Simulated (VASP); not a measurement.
Wanted: the native input for a VASP 6.6.1 run.

```
Task                   : single point
Functional             : PBEsol
Potentials or basis    : VASP PAW PBE potentials, release 64 (Al, N)
Cutoff                 : 520 eV
k mesh                 : 10 × 10 × 10
Occupations            : gaussian, width 0.05 eV
Spin                   : no spin polarisation
Dipole correction      : no
Further INCAR settings : ALGO = Normal; EDIFF = 1e-06; NBANDS = 11
```

The structure of AlN lies in POSCAR:

```
AlN
1.0
    0.0000000000      2.0141116936      2.0141116936
    2.0141116936      0.0000000000      2.0141116936
    2.0141116936      2.0141116936      0.0000000000
Al N
1 1
Direct
    0.5000000000      0.5000000000      0.5000000000
    0.0000000000      0.0000000000      0.0000000000
```

One way to write it, as run:

INCAR

```
SYSTEM = AlN
PREC     = Accurate       ! precision mode
ENCUT    = 520            ! plane-wave cutoff, eV
EDIFF    = 1E-6           ! SCF threshold, eV
ISMEAR   = 0              ! smearing method
SIGMA    = 0.05           ! smearing width, eV
LREAL    = .FALSE.        ! projectors in reciprocal space
LASPH    = .TRUE.         ! aspherical terms in the spheres
NELM     = 60             ! most SCF steps
ALGO     = Normal         ! electronic algorithm
ISIF     = 2              ! what is computed and relaxed
LWAVE    = .FALSE.        ! write WAVECAR
LCHARG   = .TRUE.         ! write CHGCAR
GGA      = PS             ! functional
LELF     = .TRUE.         ! ELF
LVHAR    = .TRUE.       
NBANDS   = 11             ! bands
```

KPOINTS

```
regular mesh
0
G
  10 10 10
  0 0 0
```

Potentials or basis: VASP PAW PBE potentials, release 64 (Al, N).

Run with:

```sh
$ cat potpaw_PBE.64/Al/POTCAR potpaw_PBE.64/N/POTCAR > POTCAR
$ mpirun -np 1 vasp_std > vasp.out
```

Results of the run:

* Pressure: 3.3 GPa
* Band gap on the k mesh: 4.66 eV, indirect (least direct gap 5.83 eV)

Caveat: the PAW data sets were made with another functional, which shifts forces and pressure a little.

Wall time 9.1 s on 1 thread of AMD EPYC 7R43 64-Core Processor (Zen 3), on a shared host, peak memory 0.1 GiB.
